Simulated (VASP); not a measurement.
Write the native input for VASP 6.6.1 that does the following.

| Item | Value |
| --- | --- |
| Task | single point |
| Functional | PBE |
| Potentials or basis | VASP PAW PBE potentials, release 64 (Sr_sv, Hf_pv) |
| Cutoff | 520 eV |
| k mesh | 6 × 6 × 6 |
| Occupations | gaussian, width 0.1 eV |
| Spin | no spin polarisation |
| Dipole correction | no |
| Further INCAR settings | ALGO = Fast; EDIFF = 1e-07; NBANDS = 22 |

The structure of Sr2Hf lies in POSCAR:

```
Sr2Hf
1.0
    5.9576000325      0.0000000000      0.0000000000
   -2.9788000162      5.1594329737      0.0000000000
    0.0000000000      0.0000000000      3.4272036277
Sr Hf
2 1
Direct
    0.3333333333      0.6666666667      0.5000000000
    0.6666666667      0.3333333333      0.5000000000
    0.0000000000      0.0000000000      0.0000000000
```

The input as run:

INCAR

```
SYSTEM = Sr2Hf
  PREC = Accurate
  ENCUT = 520
  EDIFF = 1E-7
  ISMEAR = 0
  SIGMA = 0.1
  LREAL = .False.
  LASPH = .True.
  NELM = 100
  ALGO = Fast
  ISIF = 2
  LWAVE = .False.
  LCHARG = .False.
  GGA = PE
  NBANDS = 22
```

KPOINTS

```
regular mesh
0
Gamma
  6 6 6
  0 0 0
```

Potentials or basis: VASP PAW PBE potentials, release 64 (Sr_sv, Hf_pv).

Launch:

```console
$ cat potpaw_PBE.64/Sr_sv/POTCAR potpaw_PBE.64/Hf_pv/POTCAR > POTCAR
$ mpirun -np 1 vasp_std > vasp.out
```

Results of the run:

```yaml
Pressure: 0.1 GPa
Band_gap_on_the_k_mesh: zero (band 15 reaches 3.04 eV, above the bottom of band 16 at 2.16 eV)
```

Caveat: spin-orbit coupling is left out, which moves the levels of the heavy elements.

It took 88 s on 1 thread of AMD EPYC 9R45 96-Core Processor (Zen 5) (shared host), peak memory 0.24 GiB.
